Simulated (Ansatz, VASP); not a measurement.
Two plane-wave programs on Ge

File INCAR:

```
ALGO = Normal ; EDIFF = 1E-7
ENCUT = 520 ; GGA = PS
ISIF = 2 ; ISMEAR = 1
LASPH = True ; LCHARG = False
LREAL = False ; LWAVE = False
NBANDS = 21 ; NELM = 60
PREC = Accurate ; SIGMA = 0.15
```

The input KPOINTS:

```
k-points
0
Gamma
  11 11 6
```

Contents of POSCAR:

```
Ge
1.0
    1.5267209024     -2.6621144934      0.0000000000
    1.5267209024      2.6621144934      0.0000000000
    0.0000000000      0.0000000000      4.8504452674
Ge
2
Direct
    0.6665530000      0.3334470000      0.2500000000
    0.3334470000      0.6665530000      0.7500000000
```

Input for Ansatz:

```yaml
crystal:
  lattice:
    - [1.5267209024280595, -2.6621144934495353, 0.0]
    - [1.5267209024280595, 2.6621144934495353, 0.0]
    - [0.0, 0.0, 4.850445267362979]
  atoms:
    - { symbol: Ge, position: [0.666553, 0.333447, 0.25] }
    - { symbol: Ge, position: [0.333447, 0.666553, 0.75] }
basis:
  ecutwfc: 510.0
kpoints:
  mp_grid:
    grid: [11, 11, 6]
hamiltonian:
  xc: pbesol
  pseudopotentials:
    kind: paw
scf:
  occupations:
    method: cold
    width: 0.15
output:
  stress: true
```

Alike in both runs: task single point; functional PBEsol; k mesh 11 × 11 × 6; no spin polarisation.

|  | VASP | Ansatz |
| --- | --- | --- |
| version | VASP 6.6.1 | Ansatz 0.2.0 |
| potentials or method | VASP PAW PBE potentials, release 64 (Ge_d), cutoff 520 eV | plane waves, PAW |
| occupations | methfessel-paxton of order 1, width 0.15 eV | cold, width 0.15 eV |
| valence electrons in the cell | 28 | 28 |

|  | VASP | Ansatz | Ansatz less VASP |
| --- | --- | --- | --- |
| pressure (GPa) | -4.3 | -4.4 | -0.04 |
| traceless stress, the component that is largest in VASP (GPa) | 4.10 | 4.26 | +0.158 |

VASP's potentials were made for PBE, not for PBEsol.
